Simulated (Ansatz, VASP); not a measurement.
# Two plane-wave programs on FeO

The input INCAR:

```
SYSTEM = FeO
PREC = Accurate
ENCUT = 600
EDIFF = 1E-6
ISMEAR = -1
SIGMA = 0.05
LREAL = .FALSE.
LASPH = .TRUE.
NELM = 200
ALGO = Normal
ISIF = 2
LWAVE = .FALSE.
LCHARG = .FALSE.
ISPIN = 2
MAGMOM = 3 0
LORBIT = 11
LMAXMIX = 4
GGA = PE
NBANDS = 22
GGA_COMPAT = .FALSE.
```

Contents of KPOINTS:

```
regular mesh
0
G
  10 10 10
  0 0 0
```

The input POSCAR:

```
FeO
1.0
    2.6637075329      0.0000000000      0.0000000000
    0.0000000000      2.6637075329      0.0000000000
    0.0000000000      0.0000000000      2.6637075329
Fe O
1 1
Direct
    0.0000000000      0.0000000000      0.0000000000
    0.5000000000      0.5000000000      0.5000000000
```

Contents of input.yaml:

```yaml
crystal:
  lattice:
    - [2.6637075329, 0.0, 0.0]
    - [0.0, 2.6637075329, 0.0]
    - [0.0, 0.0, 2.6637075329]
  atoms:
    - { symbol: Fe, position: [0.0, 0.0, 0.0], spin: 3.0 }
    - { symbol: O, position: [0.5, 0.5, 0.5] }
hamiltonian:
  xc: pbe
  pseudopotentials: { kind: paw }
magnetization:
  spin_polarized: true
kpoints:
  mp_grid: { grid: [10, 10, 10] }
scf:
  occupations: { method: fermi_dirac, width: 0.05 }
output:
  forces: true
  stress: true
  eigenvalues: true
```

Alike in both runs: task single point; functional PBE; k mesh 10 × 10 × 10; occupations fermi-dirac, width 0.05 eV; collinear spin.

|  | VASP | Ansatz |
| --- | --- | --- |
| version | VASP 6.6.1 | Ansatz 0.2.0 |
| potentials or method | VASP PAW PBE potentials, release 64 (Fe_sv, O) | Ansatz PAW |
| plane-wave cutoff (eV) | 600 | 420 |
| valence electrons in the cell | 22 | 22 |

|  | VASP | Ansatz | Ansatz less VASP |
| --- | --- | --- | --- |
| gap on the k mesh at the Fermi level (eV) | none | none | - |
| pressure (GPa) | -5.3 | -2.9 | +2.45 |
| net moment per atom (μB) | 2.00 | 2.00 | 0.000 |
| size of the moment on the site where the two differ most (μB) | 3.42 | 3.46 | +0.048 |

Site moments also hang on the region over which each program counts them. A gap of «none» marks a metal or a gap that the smearing closes. With one functional, cell and mesh, what is left measures potentials, basis and numerics.
